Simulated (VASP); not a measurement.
A run of VASP 6.6.1 is set up as follows.

The input INCAR:

```
SYSTEM = Tl
  PREC = Accurate
  ENCUT = 520
  EDIFF = 1E-7
  ISMEAR = 0
  SIGMA = 0.1
  LREAL = .FALSE.
  LASPH = .TRUE.
  NELM = 100
  ALGO = Normal
  ISIF = 2
  LWAVE = .FALSE.
  LCHARG = .FALSE.
  GGA = PE
  NBANDS = 26
```

Contents of KPOINTS:

```
regular mesh
0
G
  15 15 15
  0 0 0
```

Contents of POSCAR:

```
Tl
1.0
    1.8004924829      1.0395148197      8.3860599375
   -1.8004924829      1.0395148197      8.3860599375
    0.0000000000     -2.0790296393      8.3860599375
Tl
3
Direct
    0.0000000000      0.0000000000      0.0000000000
    0.2208773046      0.2208773046      0.2208773046
    0.7791226954      0.7791226954      0.7791226954
```

Potentials or basis: VASP PAW PBE potentials, release 64 (Tl_d).

Run with:

```sh
$ cat potpaw_PBE.64/Tl_d/POTCAR > POTCAR
$ mpirun -np 1 vasp_std > vasp.out
```

(1) What does it give for the pressure?

Results:

(1) 0.0 GPa.
